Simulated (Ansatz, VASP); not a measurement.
## Two plane-wave programs on BN

File POSCAR:

```
BN
1.0
    0.0000000000      1.7458259068      1.7458259068
    1.7458259068      0.0000000000      1.7458259068
    1.7458259068      1.7458259068      0.0000000000
B N
1 1
Direct
    0.0000000000      0.0000000000      0.0000000000
    0.5000000000      0.5000000000      0.5000000000
```

Contents of INCAR.step1:

```
SYSTEM = BN
PREC     = Accurate       ! precision mode
ENCUT    = 520            ! plane-wave cutoff, eV
EDIFF    = 1E-5           ! SCF threshold, eV
ISMEAR   = 0              ! smearing method
SIGMA    = 0.01           ! smearing width, eV
LREAL    = .FALSE.        ! projectors in reciprocal space
LASPH    = .TRUE.         ! aspherical terms in the spheres
NELM     = 80             ! most SCF steps
ALGO     = Normal         ! electronic algorithm
ISIF     = 2              ! what is computed and relaxed
LWAVE    = .TRUE.         ! write WAVECAR
LCHARG   = .FALSE.        ! write CHGCAR
GGA      = PE             ! functional
NBANDS   = 11             ! bands
```

INCAR.step2

```
SYSTEM = BN
PREC     = Accurate       ! precision mode
ENCUT    = 520            ! plane-wave cutoff, eV
EDIFF    = 1E-6           ! SCF threshold, eV
ISMEAR   = 0              ! smearing method
SIGMA    = 0.01           ! smearing width, eV
LREAL    = .FALSE.        ! projectors in reciprocal space
LASPH    = .TRUE.         ! aspherical terms in the spheres
NELM     = 80             ! most SCF steps
ALGO     = Normal         ! electronic algorithm
ISIF     = 2              ! what is computed and relaxed
LWAVE    = .FALSE.        ! write WAVECAR
LCHARG   = .FALSE.        ! write CHGCAR
GGA      = PE             ! functional
LHFCALC  = .TRUE.         ! exact exchange
HFSCREEN = 0.2079         ! screening, 1/A
PRECFOCK = Normal       
ISTART   = 1            
NBANDS   = 11             ! bands
```

KPOINTS

```
Automatic mesh
0
G
  8 8 8
  0 0 0
```

Input for Ansatz:

```yaml
crystal:
  lattice:
    - [0.0, 1.7458259068, 1.7458259068]
    - [1.7458259068, 0.0, 1.7458259068]
    - [1.7458259068, 1.7458259068, 0.0]
  atoms:
    - { symbol: B, position: [0.0, 0.0, 0.0] }
    - { symbol: "N", position: [0.5, 0.5, 0.5] }
kpoints:
  mp_grid: { grid: [8, 8, 8] }
  band_path:
    path:
      - [0.0, 0.0, 0.0]
      - [0.5, 0.0, 0.5]
      - [0.625, 0.25, 0.625]
      - [0.375, 0.375, 0.75]
      - [0.5, 0.5, 0.5]
      - [0.5, 0.25, 0.75]
      - [0.0, 0.166667, -0.167969]
      - [0.0, 0.5, 0.5]
    npoints: 1
hamiltonian:
  xc: hse06
scf:
  occupations: { method: fixed }
  n_extra_bands: 4
output:
  forces: true
  stress: true
  eigenvalues: true
```

Alike in both runs: task single point; functional HSE06; k mesh 8 × 8 × 8; no spin polarisation.

|  | VASP | Ansatz |
| --- | --- | --- |
| version | VASP 6.6.1 | Ansatz 0.2.0 |
| potentials or method | VASP PAW PBE potentials, release 64 (B, N) | plane waves, PAW |
| plane-wave cutoff (eV) | 520 | 420 |
| occupations | gaussian, width 0.01 eV | fixed |
| valence electrons in the cell | 8 | 8 |

|  | VASP | Ansatz | Ansatz less VASP |
| --- | --- | --- | --- |
| gap on the k mesh at the Fermi level (eV) | 2.32 | 2.33 | +0.010 |
| pressure (GPa) | -8.1 | -8.4 | -0.27 |

Ansatz's warnings: stress exchange threshold loose, stress scf threshold loose.
